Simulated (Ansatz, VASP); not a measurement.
**One calculation of Al3GaN4, two programs**

The input INCAR:

```
PREC     = Accurate       # precision mode
ENCUT    = 520            # plane-wave cutoff, eV
EDIFF    = 1E-7           # SCF threshold, eV
ISMEAR   = 0              # smearing method
SIGMA    = 0.05           # smearing width, eV
LREAL    = False          # projectors in reciprocal space
LASPH    = True           # aspherical terms in the spheres
NELM     = 80             # most SCF steps
ALGO     = Normal         # electronic algorithm
ISIF     = 2              # what is computed and relaxed
LWAVE    = False          # write WAVECAR
LCHARG   = False          # write CHGCAR
GGA      = PS             # functional
NBANDS   = 31             # bands
```

The input KPOINTS:

```
regular mesh
0
Gamma
  6 6 6
```

File POSCAR:

```
Al3GaN4
1.0
    4.4071184415     -0.0808706234     -0.0808706234
   -0.0808706234      4.4071184415     -0.0808706234
   -0.0808706234     -0.0808706234      4.4071184415
Al Ga N
3 1 4
Direct
    0.5000000000      0.5000000000      0.0000000000
    0.5000000000      0.0000000000      0.5000000000
    0.0000000000      0.5000000000      0.5000000000
    0.0000000000      0.0000000000      0.0000000000
    0.7447140287      0.7447140287      0.2552859713
    0.7447140287      0.2552859713      0.7447140287
    0.2552859713      0.7447140287      0.7447140287
    0.2552859713      0.2552859713      0.2552859713
```

Input for Ansatz:

```yaml
crystal:
  lattice:
    - [4.4071184415, -0.0808706234, -0.0808706234]
    - [-0.0808706234, 4.4071184415, -0.0808706234]
    - [-0.0808706234, -0.0808706234, 4.4071184415]
  atoms:
    - { symbol: Al, position: [0.5, 0.5, 0.0] }
    - { symbol: Al, position: [0.5, 0.0, 0.5] }
    - { symbol: Al, position: [0.0, 0.5, 0.5] }
    - { symbol: Ga, position: [0.0, 0.0, 0.0] }
    - { symbol: "N", position: [0.7447140287, 0.7447140287, 0.2552859713] }
    - { symbol: "N", position: [0.7447140287, 0.2552859713, 0.7447140287] }
    - { symbol: "N", position: [0.2552859713, 0.7447140287, 0.7447140287] }
    - { symbol: "N", position: [0.2552859713, 0.2552859713, 0.2552859713] }
basis:
  ecutwfc: 520.0
kpoints:
  mp_grid: { grid: [6, 6, 6] }
hamiltonian:
  xc: pbesol
scf:
  occupations: { method: gaussian, width: 0.05 }
output:
  forces: true
  stress: true
  eigenvalues: true
```

Change from the starting cell: equal engineering shear yz, xz and xy -0.0367, equal normal strain along x, y and z +0.0000.

Alike in both runs: task single point; functional PBEsol; k mesh 6 × 6 × 6; occupations gaussian, width 0.05 eV; no spin polarisation.

|  | VASP | Ansatz |
| --- | --- | --- |
| version | VASP 6.6.1 | Ansatz 0.2.0 |
| potentials or method | VASP PAW PBE potentials, release 64 (Al, Ga_d, N), cutoff 520 eV | scalar-relativistic, plane waves, PAW |
| valence electrons in the cell | 42 | 42 |

|  | VASP | Ansatz | Ansatz less VASP |
| --- | --- | --- | --- |
| gap on the k mesh at the Fermi level (eV) | 3.11 | 3.11 | +0.007 |
| least direct gap on the mesh (eV) | 3.11 | 3.11 | +0.007 |
| pressure (GPa) | 1.0 | 1.1 | +0.05 |
| traceless stress, the component that is largest in VASP (GPa) | 8.36 | 8.29 | -0.074 |
| rms of the force components (eV/Å) | 0.423 | 0.419 | -0.0037 |

VASP's potentials were made for PBE, not for PBEsol. Atom by atom the forces differ by 0.009 eV/Å (rms over components). The functional is the same, so the differences come from potentials, cutoffs and numerics.
